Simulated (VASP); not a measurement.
# Na (Im-3m) in VASP: single point with PBE

Aim: the single point of Na with PBE.

Everything below comes from runs of VASP 6.6.1. Logs are shortened: lines on timing, memory, paths and dates and some standing lists are left out, and cuts for length are marked.

**1. The cell of the first run**

It takes space group Im-3m (No. 229, cubic). The conventional cell has a = 3.741 Å, b = 3.741 Å, c = 3.741 Å, α = 90.00°, β = 90.00°, γ = 90.00°. Na (site symmetry m-3m) has 14 Na at 3.24 to 3.74 Å within 4.3 Å.

**2. Single point, PBE**

Input file INCAR:

```
SYSTEM = Na
  ALGO = Normal
  EDIFF = 1E-6
  ENCUT = 520
  GGA = PE
  ISIF = 2
  ISMEAR = -1
  LASPH = .True.
  LCHARG = .False.
  LREAL = .False.
  LWAVE = .False.
  NBANDS = 10
  NELM = 80
  PREC = Accurate
  SIGMA = 0.1
```

Input file KPOINTS:

```
k-points
0
Gamma
  14 14 14
  0 0 0
```

Input file POSCAR:

```
Na
1.0
   -1.8703938850      1.8703938850      1.8703938850
    1.8703938850     -1.8703938850      1.8703938850
    1.8703938850      1.8703938850     -1.8703938850
Na
1
Direct
    0.0000000000      0.0000000000      0.0000000000
```

Potentials or basis: VASP PAW PBE potentials, release 64 (Na_pv).

Launch:

```bash
> cat potpaw_PBE.64/Na_pv/POTCAR > POTCAR
> mpirun -np 1 vasp_std > vasp.out
```

OUTCAR:

```text
SYSTEM = Na
   EDIFF = 1E-6
   ENCUT = 520
   GGA = PE
   ISIF = 2
   ISMEAR = -1
   LASPH = .True.
   LREAL = .False.
   NELM = 80
   PREC = Accurate

 ion  position               nearest neighbor table
   1  0.000  0.000  0.000-

  LATTYP: Found a body centered cubic cell.
 ALAT       =     3.7407877700

  Lattice vectors:

 A1 = (  -1.8703938850,   1.8703938850,   1.8703938850)
 A2 = (   1.8703938850,  -1.8703938850,   1.8703938850)
 A3 = (   1.8703938850,   1.8703938850,  -1.8703938850)

Analysis of symmetry for initial positions (statically):
=====================================================================
 Subroutine PRICEL returns:
 Original cell was already a primitive cell.

 Routine SETGRP: Setting up the symmetry group for a
 body centered cubic supercell.

 Subroutine GETGRP returns: Found 48 space group operations
 (whereof 48 operations were pure point group operations)
 out of a pool of 48 trial point group operations.

The static configuration has the point symmetry O_h .

Analysis of symmetry for dynamics (positions and initial velocities):
=====================================================================
 Subroutine PRICEL returns:
 Original cell was already a primitive cell.

 Routine SETGRP: Setting up the symmetry group for a
 body centered cubic supercell.

 Subroutine GETGRP returns: Found 48 space group operations
 (whereof 48 operations were pure point group operations)
 out of a pool of 48 trial point group operations.

The dynamic configuration has the point symmetry O_h .

 Subroutine INISYM returns: Found 48 space group operations
 (whereof 48 operations are pure point group operations),
 and found     1 'primitive' translations

----------------------------------------------------------------------------------------

                                     Primitive cell

  volume of cell :      26.1733

  direct lattice vectors                    reciprocal lattice vectors
    -1.870393885  1.870393885  1.870393885     0.000000000  0.267323372  0.267323372
     1.870393885 -1.870393885  1.870393885     0.267323372  0.000000000  0.267323372
     1.870393885  1.870393885 -1.870393885     0.267323372  0.267323372  0.000000000

  length of vectors
     3.239617239  3.239617239  3.239617239     0.378052338  0.378052338  0.378052338

  position of ions in fractional coordinates (direct lattice)
     0.000000000  0.000000000  0.000000000

  ion indices of the primitive-cell ions
   primitive index   ion index
                 1           1

----------------------------------------------------------------------------------------

 KPOINTS: k-points

Automatic generation of k-mesh.
 Grid dimensions read from file:
 generate k-points for:   14   14   14

 Generating k-lattice:

  Cartesian coordinates                     Fractional coordinates (reciprocal lattice)
     0.000000000  0.019094527  0.019094527     0.071428571  0.000000000  0.000000000
     0.019094527  0.000000000  0.019094527     0.000000000  0.071428571  0.000000000
     0.019094527  0.019094527  0.000000000     0.000000000  0.000000000  0.071428571

  Length of vectors
     0.027003738  0.027003738  0.027003738

  Shift w.r.t. Gamma in fractional coordinates (k-lattice)
     0.000000000  0.000000000  0.000000000

 Subroutine IBZKPT returns following result:
 ===========================================

 Found    104 irreducible k-points:

 Following reciprocal coordinates:
            Coordinates               Weight
  0.000000  0.000000  0.000000      1.000000
  0.071429  0.000000  0.000000     12.000000
  0.142857  0.000000  0.000000     12.000000
  0.214286  0.000000  0.000000     12.000000
  0.285714  0.000000  0.000000     12.000000
  0.357143  0.000000  0.000000     12.000000
[... 16 lines left out ...]
  0.285714  0.285714  0.000000     24.000000
  0.357143  0.285714  0.000000     24.000000
 [... further k-points ...]
   k-points           NKPTS =    104   k-points in BZ     NKDIM =    104   number of bands    NBANDS=     10
   number of dos      NEDOS =    301   number of ions     NIONS =      1
   total plane-waves  NPLWV =  13824
   dimension x,y,z NGX =    24 NGY =   24 NGZ =   24
   dimension x,y,z NGXF=    48 NGYF=   48 NGZF=   48
   ions per type =               1
   NGX,Y,Z   is equivalent  to a cutoff of  12.32, 12.32, 12.32 a.u.
   NGXF,Y,Z  is equivalent  to a cutoff of  24.63, 24.63, 24.63 a.u.
 SYSTEM =  Na
   PREC   = accura    normal or accurate (medium, high low for compatibility)
   ISTART =      0    job   : 0-new  1-cont  2-samecut
   ICHARG =      2    charge: 1-file 2-atom 10-const
   ISPIN  =      1    spin polarized calculation?
   LNONCOLLINEAR =      F non collinear calculations
   LSORBIT =      F    spin-orbit coupling
   LASPH  =      T    aspherical Exc in radial PAW
   ENCUT  =  520.0 eV  38.22 Ry    6.18 a.u.   6.02  6.02  6.02*2*pi/ulx,y,z
   NELM   =     80;   NELMIN=  2; NELMDL= -5     # of ELM steps
   EDIFF  = 0.1E-05   stopping-criterion for ELM
   LREAL  =      F    real-space projection
   EDIFFG = 0.1E-04   stopping-criterion for IOM
   NSW    =      0    number of steps for IOM
   IBRION =     -1    ionic relax: 0-MD 1-quasi-New 2-CG
   NFREE  =      0    steps in history (QN), initial steepest desc. (CG)
   ISIF   =      2    stress and relaxation
   ISYM   =      2    0-nonsym 1-usesym 2-fastsym
   POTIM  = 0.5000    time-step for ionic-motion
   TEBEG  =    0.0;   TEEND  =   0.0 temperature during run
   PSTRESS=    0.0 pullay stress
   NELECT =       7.0000    total number of electrons
   NUPDOWN=      -1.0000    fix difference up-down
   EMIN   =  10.00;   EMAX   =-10.00  energy-range for DOS
   EFERMI =   0.00;   METHOD = LEGACY
   ISMEAR =    -1;   SIGMA  =   0.10  broadening in eV -4-tet -1-fermi 0-gaus
   EFERMI_NEDOS =   21; number of points for ismear=-14 and -15
   IALGO  =     38    algorithm
   IMIX   =      4    mixing-type and parameters
     AMIX     =   0.40;   BMIX     =  1.00
     AMIX_MAG =   1.60;   BMIX_MAG =  1.00
  volume/ion in A,a.u.               =      26.17       176.63
  Fermi-wavevector in a.u.,A,eV,Ry     =   1.054762  1.993211 15.136790  1.112523
  Thomas-Fermi vector in A             =   2.189934
   LORBIT       =      0    0 simple, 1 ext, 2 COOP (PROOUT), +10 PAW based schemes
   GGA     = PE    functional components
   LHFCALC =     F    Hartree Fock is set to
   AEXX    =    0.0000 exact exchange contribution
   IVDW    =     0    specifies the selected vdW correction
   LEPSILON=     F    determine dielectric tensor
   LRPA    =     F    only Hartree local field effects (RPA)
 non-spin polarized calculation
  energy-cutoff  :      520.00
  volume of cell :       26.17
 maximum number of plane-waves:       718
   NGX = 13   NGY = 13   NGZ = 13

 number of electron       6.9999985 magnetization

 Free energy of the ion-electron system (eV)
  ---------------------------------------------------
  ext. energy  EPLUGINS =         0.00000000
  ---------------------------------------------------
  free energy    TOTEN  =        -1.18693410 eV

  energy without entropy =       -1.17389803  energy(sigma->0) =       -1.18041607

 E-fermi :   1.5457     XC(G=0):  -7.4884

 val. band max:        1.4992985098   @ k =  -0.3571   0.4286   0.1429
 cond. band min:       1.5974932721   @ k =   0.3571   0.0714   0.0714
 fundamental gap:      0.0981947623
 Fermi energy:         1.5456907630

 k-point     1 :       0.0000    0.0000    0.0000
  band No.  band energies     occupation
      1     -23.1790      2.00000
      2     -23.1790      2.00000
      3     -23.1790      2.00000
      4      -2.5425      2.00000
      5      15.7260      0.00000
      6      15.7260      0.00000
      7      15.7260      0.00000
      8      16.9592      0.00000
      9      16.9592      0.00000
     10      17.6957      0.00000

 k-point     2 :       0.0714    0.0000    0.0000
  band No.  band energies     occupation
      1     -23.1849      2.00000
      2     -23.1808      2.00000
      3     -23.1790      2.00000
      4      -2.4270      2.00000
      5      14.3489      0.00000
      6      14.9979      0.00000
      7      15.4905      0.00000
      8      16.1696      0.00000
      9      16.3606      0.00000
     10      18.4201      0.00000

 k-point     3 :       0.1429    0.0000    0.0000
  band No.  band energies     occupation
      1     -23.2013      2.00000
      2     -23.1859      2.00000
      3     -23.1791      2.00000
      4      -2.0828      2.00000
      5      12.0955      0.00000
      6      13.9271      0.00000
      7      14.9870      0.00000
      8      15.2275      0.00000
      9      16.2293      0.00000
     10      19.0364      0.00000

 k-point     4 :       0.2143    0.0000    0.0000
  band No.  band energies     occupation
      1     -23.2249      2.00000
      2     -23.1932      2.00000
      3     -23.1792      2.00000
      4      -1.5164      2.00000
      5       9.9252      0.00000
      6      12.9900      0.00000
      7      14.4374      0.00000
      8      14.4622      0.00000
      9      15.9611      0.00000
     10      19.2566      0.00000
[... 222 lines left out ...]
 k-point    22 :       0.3571    0.2143    0.0000
  band No.  band energies     occupation
      1     -23.2779      2.00000
      2     -23.2328      2.00000
      3     -23.1908      2.00000
      4       2.6718      0.00003
      5       4.2576      0.00000
      6       7.3035      0.00000
      7      12.0149      0.00000
      8      15.5808      0.00000
      9      18.3405      0.00000
     10      19.5197      0.00000

 k-point    23 :       0.2857    0.2857    0.0000
  band No.  band energies     occupation
      1     -23.2713      2.00000
      2     -23.2397      2.00000
      3     -23.1923      2.00000
      4       2.5961      0.00005
      5       5.0096      0.00000
      6       6.3633      0.00000
      7      11.9044      0.00000
      8      16.2944      0.00000
      9      17.5651      0.00000
     10      20.1350      0.00000

 k-point    24 :       0.3571    0.2857    0.0000
  band No.  band energies     occupation
      1     -23.2666      2.00000
      2     -23.2484      2.00000
      3     -23.1929      2.00000
      4       3.5662      0.00000
      5       4.1484      0.00000
      6       5.9845      0.00000
      7      11.8010      0.00000
      8      16.5577      0.00000
      9      17.6266      0.00000
     10      19.7455      0.00000

 [... further k-points ...]

------------------------ aborting loop because EDIFF is reached ----------------------------------------

  FORCE on cell =-STRESS in cart. coord.  units (eV):
  Direction    XX          YY          ZZ          XY          YZ          ZX
  --------------------------------------------------------------------------------------
  -------------------------------------------------------------------------------------
  Total        0.8238333      0.8238333      0.8238333      0.0000000      0.0000000     -0.0000000
  in kB       50.4302041     50.4302041     50.4302041      0.0000000      0.0000000     -0.0000000
  external PRESSURE =      50.4302041 kB  Pullay stress =       0.0000000 kB

 VOLUME and BASIS-vectors are now :
 -----------------------------------------------------------------------------
  energy-cutoff  :      520.00
  volume of cell :       26.17
      direct lattice vectors                 reciprocal lattice vectors
    -1.870393885  1.870393885  1.870393885     0.000000000  0.267323372  0.267323372
     1.870393885 -1.870393885  1.870393885     0.267323372  0.000000000  0.267323372
     1.870393885  1.870393885 -1.870393885     0.267323372  0.267323372  0.000000000

 POSITION                                       TOTAL-FORCE (eV/Angst)
 -----------------------------------------------------------------------------------
      0.00000      0.00000      0.00000        -0.000000      0.000000     -0.000000
 -----------------------------------------------------------------------------------
    total drift:                                0.000000      0.000000     -0.000000

  FREE ENERGIE OF THE ION-ELECTRON SYSTEM (eV)
  ---------------------------------------------------
  free  energy   TOTEN  =        -1.1869341025 eV

  energy  without entropy=       -1.1738980285  energy(sigma->0) =       -1.18041607
```

It took 19 s on 1 thread of Intel Xeon 8259CL, shared host; peak memory 0.14 GiB.

Results:

```
Free energy            : -1.1869 eV
Pressure               : 5.0 GPa
Band gap on the k mesh : zero (an odd number of electrons rules out a gap without spin polarisation)
```

Levels at points of the mesh, in eV from the Fermi level:
| k point | band 1 | band 2 | band 3 | band 4 | band 5 | band 6 | band 7 | band 8 |
| --- | --- | --- | --- | --- | --- | --- | --- | --- |
| (0.00, 0.00, 0.00) | -24.72 | -24.72 | -24.72 | -4.09 | 14.18 | 14.18 | 14.18 | 15.41 |
| (0.50, 0.00, 0.00) | -24.84 | -24.76 | -24.73 | 0.88 | 1.62 | 9.74 | 11.49 | 11.88 |
| (0.50, 0.50, 0.50) | -24.80 | -24.80 | -24.80 | 5.07 | 5.07 | 6.27 | 6.27 | 6.27 |

Caveat: the cell stands under pressure.
